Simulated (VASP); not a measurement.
Si:

```
Si
1.0
     7.21648    0.00000    0.00000
    -3.60824    6.24965    0.00000
     0.00000    0.00000    3.78218
Si
9
Direct
  0.28511 0.03801 0.75482
  0.96199 0.24711 0.42148
  0.75289 0.71489 0.08815
  0.96199 0.71489 0.57852
  0.75289 0.03801 0.91185
  0.28511 0.24711 0.24518
  0.23932 0.76068 0.16667
  0.23932 0.47863 0.83333
  0.52137 0.76068 0.50000
```

```yaml
Program: VASP 6.6.1
Task: relaxation of cell and atoms
Functional: PBE
Potentials_or_basis: VASP PAW PBE potentials, release 64 (Si)
Cutoff: 600 eV
k_mesh: 6 × 6 × 10
Occupations: gaussian, width 0.1 eV
Spin: no spin polarisation
```

At the start: pressure 0.1 GPa; volume 18.95 Å³/atom.

Where does the relaxation end?

Over 16 steps the energy falls by 2.5 meV/atom and the volume is 18.50 Å³/atom (-2.4 %); space group P3_212 (No. 153, to 0.05 Å).

The path:
```csv
step,energy change (eV),largest force (eV/Å),pressure (GPa),volume (Å³)
1,0.0000,0.2587,0.09,170.58
2,-0.0126,0.0869,-0.07,170.84
3,-0.0150,0.0737,-0.15,171.01
4,-0.0169,0.0400,0.02,170.56
5,-0.0171,0.0483,0.09,170.38
6,-0.0178,0.0387,-0.09,170.55
7,-0.0180,0.0358,-0.25,170.72
8,-0.0184,0.0346,-0.24,170.58
9,-0.0195,0.0304,-0.22,170.16
10,-0.0208,0.0378,-0.16,169.32
11,-0.0211,0.0773,-0.01,167.64
12,-0.0224,0.0235,0.04,167.00
13,-0.0225,0.0201,0.06,166.69
14,-0.0228,0.0088,-0.08,166.78
15,-0.0228,0.0090,-0.08,166.78
16,-0.0229,0.0092,0.01,166.48
```

Final structure:
```yaml
crystal:
  lattice:
    - [7.06865, 0.00000, 0.00000]
    - [-3.53432, 6.12163, 0.00000]
    - [0.00000, 0.00000, 3.84740]
  atoms:
    - { symbol: Si, position: [0.29651, 0.04176, 0.75690] }
    - { symbol: Si, position: [0.95824, 0.25475, 0.42356] }
    - { symbol: Si, position: [0.74525, 0.70349, 0.09023] }
    - { symbol: Si, position: [0.95824, 0.70349, 0.57644] }
    - { symbol: Si, position: [0.74525, 0.04176, 0.90977] }
    - { symbol: Si, position: [0.29651, 0.25475, 0.24310] }
    - { symbol: Si, position: [0.23960, 0.76040, 0.16667] }
    - { symbol: Si, position: [0.23960, 0.47920, 0.83333] }
    - { symbol: Si, position: [0.52080, 0.76040, 0.50000] }
```
